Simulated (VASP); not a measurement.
Write the native input for VASP 6.6.1 that does the following.

* Task: single point
* Functional: r2SCAN
* Potentials or basis: VASP PAW PBE potentials, release 64 (Al, N)
* Cutoff: 520 eV
* k mesh: 10 × 10 × 10
* Occupations: gaussian, width 0.05 eV
* Spin: no spin polarisation
* Dipole correction: no
* Further INCAR settings: ALGO = Normal; EDIFF = 1e-06; NBANDS = 11

The system is AlN.

```xyz
2
Lattice="0.0000 2.3150 2.1840 2.3150 0.0000 2.1840 2.3150 2.3150 0.0000" Properties=species:S:1:pos:R:3 pbc="T T T"
Al    0.0000    0.0000    0.0000
N     3.4725    3.4725    3.2760
```

This cell differs from its parent crystal: strain +0.0600 x Voigt [1, 1, 0, 0, 0, 0].

The input as run:

POSCAR

```
AlN
1.0
    0.0000000000      2.3150331732      2.1839935596
    2.3150331732      0.0000000000      2.1839935596
    2.3150331732      2.3150331732      0.0000000000
Al N
1 1
Direct
    0.0000000000      0.0000000000      0.0000000000
    0.7500000000      0.7500000000      0.7500000000
```

INCAR.step1

```
ALGO = Normal
EDIFF = 1E-4
ENCUT = 520
GGA = PE
ISMEAR = 0
LASPH = True
LCHARG = False
LREAL = False
LWAVE = True
NBANDS = 11
NELM = 100
PREC = Accurate
SIGMA = 0.05
```

INCAR.step2

```
ALGO = Normal
EDIFF = 1E-6
ENCUT = 520
ISIF = 2
ISMEAR = 0
ISTART = 1
LASPH = True
LCHARG = True
LELF = True
LMIXTAU = True
LREAL = False
LVHAR = True
LWAVE = False
METAGGA = R2SCAN
NBANDS = 11
NELM = 100
PREC = Accurate
SIGMA = 0.05
```

KPOINTS

```
k-points
0
Gamma
  10 10 10
```

Potentials or basis: VASP PAW PBE potentials, release 64 (Al, N).

Command:

```bash
$ cat potpaw_PBE.64/Al/POTCAR potpaw_PBE.64/N/POTCAR > POTCAR
$ cp INCAR.step1 INCAR
$ mpirun -np 1 vasp_std > vasp.out
$ cp INCAR.step2 INCAR
$ mpirun -np 1 vasp_std > vasp.out
```

It gave:

```yaml
Pressure: -20.0 GPa
Band_gap_on_the_k_mesh: 3.56 eV (least direct gap 3.68 eV)
```

Caveat: the cell differs from its parent crystal (strain +0.0600 x Voigt [1, 1, 0, 0, 0, 0]); the cell stands under tension; the PAW data sets were made with another functional, which shifts forces and pressure a little.

Wall time 66 s on 1 thread of Intel(R) Xeon(R) Platinum 8375C CPU @ 2.90GHz (Ice Lake), on a shared host, peak memory 0.15 GiB.
